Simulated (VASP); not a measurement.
# MgO (P4/mmm) in VASP: single point with r2SCAN

Aim: the single point of MgO with r2SCAN.

All numbers are computed with VASP 6.6.1; they aren't measurements. Logs are shortened: lines on timing, memory, paths and dates and some standing lists are left out, and cuts for length are marked.

## Step 1: The cell of the first run

It takes space group P4/mmm (No. 123, tetragonal). Conventional cell: a = 2.623 Å, b = 2.623 Å, c = 2.517 Å, α = 90.00°, β = 90.00°, γ = 90.00°. Within 3.0 Å of Mg (site symmetry 4/mmm) lie 8 O at 2.24 Å and 6 Mg at 2.52 to 2.62 Å. Within 3.0 Å of O (site symmetry 4/mmm) lie 8 Mg at 2.24 Å and 6 O at 2.52 to 2.62 Å.

## Step 2: Single point, r2SCAN (uniaxial x strain -4.0%)

The input, POSCAR:

```
MgO
1.0
    2.5173658230      0.0000000000      0.0000000000
    0.0000000000      2.6233491278      0.0000000000
    0.0000000000      0.0000000000      2.6233491278
Mg O
1 1
Direct
    0.0000000000      0.0000000000      0.0000000000
    0.5000000000      0.5000000000      0.5000000000
```

The input, INCAR.step1:

```
SYSTEM = MgO
PREC = Accurate
ENCUT = 920
ISMEAR = 0
SIGMA = 0.01
LREAL = .False.
LASPH = .True.
NELM = 120
NBANDS = 15
GGA = PE
ALGO = Normal
EDIFF = 1E-5
LWAVE = .True.
LCHARG = .False.
GGA_COMPAT = .False.
```

The input, INCAR.step2:

```
SYSTEM = MgO
PREC = Accurate
ENCUT = 920
EDIFF = 1E-6
ISMEAR = 0
SIGMA = 0.01
LREAL = .False.
LASPH = .True.
NELM = 120
ALGO = Normal
ISIF = 2
LWAVE = .False.
LCHARG = .True.
METAGGA = R2SCAN
LMIXTAU = .True.
LELF = .True.
LVHAR = .True.
NBANDS = 15
ISTART = 1
GGA_COMPAT = .False.
```

The input, KPOINTS:

```
regular mesh
0
Gamma
  10 10 10
  0 0 0
```

Potentials or basis: VASP PAW PBE potentials, release 64 (Mg_sv, O).

Launch:

```bash
> cat potpaw_PBE.64/Mg_sv/POTCAR potpaw_PBE.64/O/POTCAR > POTCAR
> cp INCAR.step1 INCAR
> mpirun -np 1 vasp_std > vasp.out
> cp INCAR.step2 INCAR
> mpirun -np 1 vasp_std > vasp.out
```

OUTCAR:

```text
SYSTEM = MgO
   PREC = Accurate
   ENCUT = 920
   EDIFF = 1E-6
   ISMEAR = 0
   LREAL = .False.
   LASPH = .True.
   NELM = 120
   ISIF = 2
   METAGGA = R2SCAN
   ISTART = 1

 ion  position               nearest neighbor table
   1  0.000  0.000  0.000-
   2  0.500  0.500  0.500-

  LATTYP: Found a simple tetragonal cell.
 ALAT       =     2.6233491278
 C/A-ratio  =     0.9596000000

  Lattice vectors:

 A1 = (   0.0000000000,   2.6233491278,   0.0000000000)
 A2 = (   0.0000000000,   0.0000000000,   2.6233491278)
 A3 = (   2.5173658230,   0.0000000000,   0.0000000000)

Analysis of symmetry for initial positions (statically):
=====================================================================
 Subroutine PRICEL returns:
 Original cell was already a primitive cell.

 Routine SETGRP: Setting up the symmetry group for a
 simple tetragonal supercell.

 Subroutine GETGRP returns: Found 16 space group operations
 (whereof 16 operations were pure point group operations)
 out of a pool of 16 trial point group operations.

The static configuration has the point symmetry D_4h.

Analysis of symmetry for dynamics (positions and initial velocities):
=====================================================================
 Subroutine PRICEL returns:
 Original cell was already a primitive cell.

 Routine SETGRP: Setting up the symmetry group for a
 simple tetragonal supercell.

 Subroutine GETGRP returns: Found 16 space group operations
 (whereof 16 operations were pure point group operations)
 out of a pool of 16 trial point group operations.

The dynamic configuration has the point symmetry D_4h.

 Subroutine INISYM returns: Found 16 space group operations
 (whereof 16 operations are pure point group operations),
 and found     1 'primitive' translations

----------------------------------------------------------------------------------------

                                     Primitive cell

  volume of cell :      17.3244

  direct lattice vectors                    reciprocal lattice vectors
     2.517365823  0.000000000  0.000000000     0.397240636  0.000000000  0.000000000
     0.000000000  2.623349128  0.000000000     0.000000000  0.381192114  0.000000000
     0.000000000  0.000000000  2.623349128     0.000000000  0.000000000  0.381192114

  length of vectors
     2.517365823  2.623349128  2.623349128     0.397240636  0.381192114  0.381192114

  position of ions in fractional coordinates (direct lattice)
     0.000000000  0.000000000  0.000000000
     0.500000000  0.500000000  0.500000000

  ion indices of the primitive-cell ions
   primitive index   ion index
                 1           1
                 2           2

----------------------------------------------------------------------------------------

 KPOINTS: regular mesh

Automatic generation of k-mesh.
 Grid dimensions read from file:
 generate k-points for:   10   10   10

 Generating k-lattice:

  Cartesian coordinates                     Fractional coordinates (reciprocal lattice)
     0.039724064  0.000000000  0.000000000     0.100000000  0.000000000  0.000000000
     0.000000000  0.038119211  0.000000000     0.000000000  0.100000000  0.000000000
     0.000000000  0.000000000  0.038119211     0.000000000  0.000000000  0.100000000

  Length of vectors
     0.039724064  0.038119211  0.038119211

  Shift w.r.t. Gamma in fractional coordinates (k-lattice)
     0.000000000  0.000000000  0.000000000

 Subroutine IBZKPT returns following result:
 ===========================================

 Found    126 irreducible k-points:

 Following reciprocal coordinates:
            Coordinates               Weight
  0.000000  0.000000  0.000000      1.000000
  0.100000  0.000000  0.000000      2.000000
  0.200000  0.000000  0.000000      2.000000
  0.300000  0.000000  0.000000      2.000000
  0.400000  0.000000  0.000000      2.000000
  0.500000  0.000000  0.000000      1.000000
[... 16 lines left out ...]
  0.400000  0.300000  0.000000      8.000000
  0.500000  0.300000  0.000000      4.000000
 [... further k-points ...]
   k-points           NKPTS =    126   k-points in BZ     NKDIM =    126   number of bands    NBANDS=     15
   number of dos      NEDOS =    301   number of ions     NIONS =      2
   total plane-waves  NPLWV =  21952
   dimension x,y,z NGX =    28 NGY =   28 NGZ =   28
   dimension x,y,z NGXF=    56 NGYF=   56 NGZF=   56
   ions per type =               1   1
   NGX,Y,Z   is equivalent  to a cutoff of  18.49, 17.74, 17.74 a.u.
   NGXF,Y,Z  is equivalent  to a cutoff of  36.98, 35.49, 35.49 a.u.
 SYSTEM =  MgO
   PREC   = accura    normal or accurate (medium, high low for compatibility)
   ISTART =      1    job   : 0-new  1-cont  2-samecut
   ICHARG =      0    charge: 1-file 2-atom 10-const
   ISPIN  =      1    spin polarized calculation?
   LNONCOLLINEAR =      F non collinear calculations
   LSORBIT =      F    spin-orbit coupling
   LASPH  =      T    aspherical Exc in radial PAW
   ENCUT  =  920.0 eV  67.62 Ry    8.22 a.u.   6.23  6.49  6.49*2*pi/ulx,y,z
   NELM   =    120;   NELMIN=  2; NELMDL=  0     # of ELM steps
   EDIFF  = 0.1E-05   stopping-criterion for ELM
   LREAL  =      F    real-space projection
   EDIFFG = 0.1E-04   stopping-criterion for IOM
   NSW    =      0    number of steps for IOM
   IBRION =     -1    ionic relax: 0-MD 1-quasi-New 2-CG
   NFREE  =      0    steps in history (QN), initial steepest desc. (CG)
   ISIF   =      2    stress and relaxation
   ISYM   =      2    0-nonsym 1-usesym 2-fastsym
   POTIM  = 0.5000    time-step for ionic-motion
   TEBEG  =    0.0;   TEEND  =   0.0 temperature during run
   PSTRESS=    0.0 pullay stress
   NELECT =      16.0000    total number of electrons
   NUPDOWN=      -1.0000    fix difference up-down
   EMIN   =  10.00;   EMAX   =-10.00  energy-range for DOS
   EFERMI =   0.00;   METHOD = LEGACY
   ISMEAR =     0;   SIGMA  =   0.01  broadening in eV -4-tet -1-fermi 0-gaus
   EFERMI_NEDOS =   21; number of points for ismear=-14 and -15
   IALGO  =     38    algorithm
   IMIX   =      4    mixing-type and parameters
     AMIX     =   0.40;   BMIX     =  1.00
     AMIX_MAG =   1.60;   BMIX_MAG =  1.00
  volume/ion in A,a.u.               =       8.66        58.46
  Fermi-wavevector in a.u.,A,eV,Ry     =   1.594270  3.012734 34.581903  2.541698
  Thomas-Fermi vector in A             =   2.692371
   LORBIT       =      0    0 simple, 1 ext, 2 COOP (PROOUT), +10 PAW based schemes
   METAGGA = R2SCAN    functional components
   LHFCALC =     F    Hartree Fock is set to
   AEXX    =    0.0000 exact exchange contribution
   IVDW    =     0    specifies the selected vdW correction
   LEPSILON=     F    determine dielectric tensor
   LRPA    =     F    only Hartree local field effects (RPA)
 non-spin polarized calculation
 Gauss-broadening in eV      SIGMA  =   0.01
  energy-cutoff  :      920.00
  volume of cell :       17.32
 maximum number of plane-waves:      1120
 NGX is ok and might be reduce to    28
   NGX = 13   NGY = 13   NGZ = 13

 number of electron      16.0000002 magnetization

 Free energy of the ion-electron system (eV)
  ---------------------------------------------------
  ext. energy  EPLUGINS =         0.00000000
  ---------------------------------------------------
  free energy    TOTEN  =       -14.47575698 eV

  energy without entropy =      -14.47575698  energy(sigma->0) =      -14.47575698

 E-fermi :   5.2750     XC(G=0): -12.5832

 val. band max:        5.2241531364   @ k =   0.0000   0.5000   0.5000
 cond. band min:       8.7756569111   @ k =   0.0000   0.0000   0.0000
 fundamental gap:      3.5515037747
 Fermi energy:         5.2749770036

 k-point     1 :       0.0000    0.0000    0.0000
  band No.  band energies     occupation
      1     -72.6603      2.00000
      2     -37.7145      2.00000
      3     -37.6986      2.00000
      4     -37.6986      2.00000
      5     -14.9449      2.00000
      6       3.5925      2.00000
      7       3.5925      2.00000
      8       4.2788      2.00000
      9       8.7757      0.00000
     10      16.0647      0.00000
     11      16.9931      0.00000
     12      27.2172      0.00000
     13      27.2172      0.00000
     14      28.5617      0.00000
     15      33.5781      0.00000

 k-point     2 :       0.1000    0.0000    0.0000
  band No.  band energies     occupation
      1     -72.6583      2.00000
      2     -37.7331      2.00000
      3     -37.6968      2.00000
      4     -37.6968      2.00000
      5     -14.8251      2.00000
      6       3.4158      2.00000
      7       3.6451      2.00000
      8       3.6451      2.00000
      9       9.3069      0.00000
     10      16.3031      0.00000
     11      17.3044      0.00000
     12      27.0337      0.00000
     13      27.0337      0.00000
     14      28.7317      0.00000
     15      33.8036      0.00000

 k-point     3 :       0.2000    0.0000    0.0000
  band No.  band energies     occupation
      1     -72.6530      2.00000
      2     -37.7815      2.00000
      3     -37.6921      2.00000
      4     -37.6921      2.00000
      5     -14.4931      2.00000
      6       1.6719      2.00000
      7       3.7861      2.00000
      8       3.7861      2.00000
      9      10.3233      0.00000
     10      17.0154      0.00000
     11      17.7351      0.00000
     12      26.4607      0.00000
     13      26.4607      0.00000
     14      29.6279      0.00000
     15      31.7538      0.00000

 k-point     4 :       0.3000    0.0000    0.0000
  band No.  band energies     occupation
      1     -72.6466      2.00000
      2     -37.8410      2.00000
      3     -37.6863      2.00000
      4     -37.6863      2.00000
      5     -14.0378      2.00000
      6      -0.0658      2.00000
      7       3.9676      2.00000
      8       3.9676      2.00000
      9      11.4369      0.00000
     10      17.5512      0.00000
     11      18.1892      0.00000
     12      25.5979      0.00000
     13      25.5979      0.00000
     14      28.1760      0.00000
     15      30.7919      0.00000
[... 307 lines left out ...]
 k-point    22 :       0.3000    0.3000    0.0000
  band No.  band energies     occupation
      1     -72.6383      2.00000
      2     -37.8282      2.00000
      3     -37.7690      2.00000
      4     -37.6789      2.00000
      5     -13.4096      2.00000
      6       0.3288      2.00000
      7       1.0386      2.00000
      8       4.3181      2.00000
      9      13.5059      0.00000
     10      15.8186      0.00000
     11      18.6357      0.00000
     12      23.8691      0.00000
     13      25.5000      0.00000
     14      27.2166      0.00000
     15      28.0640      0.00000

 k-point    23 :       0.4000    0.3000    0.0000
  band No.  band energies     occupation
      1     -72.6331      2.00000
      2     -37.8739      2.00000
      3     -37.7622      2.00000
      4     -37.6745      2.00000
      5     -13.0680      2.00000
      6      -0.3890      2.00000
      7       1.0661      2.00000
      8       4.4964      2.00000
      9      13.3294      0.00000
     10      15.7320      0.00000
     11      18.8827      0.00000
     12      22.6110      0.00000
     13      25.3568      0.00000
     14      26.5362      0.00000
     15      29.6256      0.00000

 k-point    24 :       0.5000    0.3000    0.0000
  band No.  band energies     occupation
      1     -72.6311      2.00000
      2     -37.8913      2.00000
      3     -37.7596      2.00000
      4     -37.6728      2.00000
      5     -12.9274      2.00000
      6      -0.7840      2.00000
      7       1.2282      2.00000
      8       4.5666      2.00000
      9      13.0633      0.00000
     10      15.9290      0.00000
     11      19.0014      0.00000
     12      22.0505      0.00000
     13      25.1273      0.00000
     14      26.4984      0.00000
     15      31.1789      0.00000

 [... further k-points ...]

------------------------ aborting loop because EDIFF is reached ----------------------------------------

  FORCE on cell =-STRESS in cart. coord.  units (eV):
  Direction    XX          YY          ZZ          XY          YZ          ZX
  --------------------------------------------------------------------------------------
  -------------------------------------------------------------------------------------
  Total        3.0668637     -0.2497138     -0.2497138      0.0000000      0.0000000     -0.0000000
  in kB      283.6263314    -23.0937622    -23.0937622      0.0000000      0.0000000     -0.0000000
  external PRESSURE =      79.1462690 kB  Pullay stress =       0.0000000 kB

 VOLUME and BASIS-vectors are now :
 -----------------------------------------------------------------------------
  energy-cutoff  :      920.00
  volume of cell :       17.32
      direct lattice vectors                 reciprocal lattice vectors
     2.517365823  0.000000000  0.000000000     0.397240636  0.000000000  0.000000000
     0.000000000  2.623349128  0.000000000     0.000000000  0.381192114  0.000000000
     0.000000000  0.000000000  2.623349128     0.000000000  0.000000000  0.381192114

 POSITION                                       TOTAL-FORCE (eV/Angst)
 -----------------------------------------------------------------------------------
      0.00000      0.00000      0.00000         0.000000      0.000000      0.000000
      1.25868      1.31167      1.31167         0.000000      0.000000      0.000000
 -----------------------------------------------------------------------------------
    total drift:                               -0.000000      0.000000      0.000000

  FREE ENERGIE OF THE ION-ELECTRON SYSTEM (eV)
  ---------------------------------------------------
  free  energy   TOTEN  =       -14.4757569772 eV

  energy  without entropy=      -14.4757569772  energy(sigma->0) =      -14.47575698
```

It took 3.4 min on 1 thread of Intel Xeon Platinum 8259CL at 2.50GHz (Skylake/Cascade Lake), shared host; peak memory 0.21 GiB.

Results:

* Free energy: -14.4758 eV
* Pressure: 7.9 GPa
* Band gap on the k mesh: 3.55 eV (least direct gap 4.50 eV)

Stress tensor (GPa, compression positive):
```
28.36  0.00  0.00
 0.00 -2.31  0.00
 0.00  0.00 -2.31
```

Caveat: the cell differs from its parent crystal (uniaxial x strain -4.0%); the stress differs along the axes, from -2 to 28 GPa; the structure was generated, so it needn't be the stable form of MgO; the PAW data sets were made with another functional, which shifts forces and pressure a little.
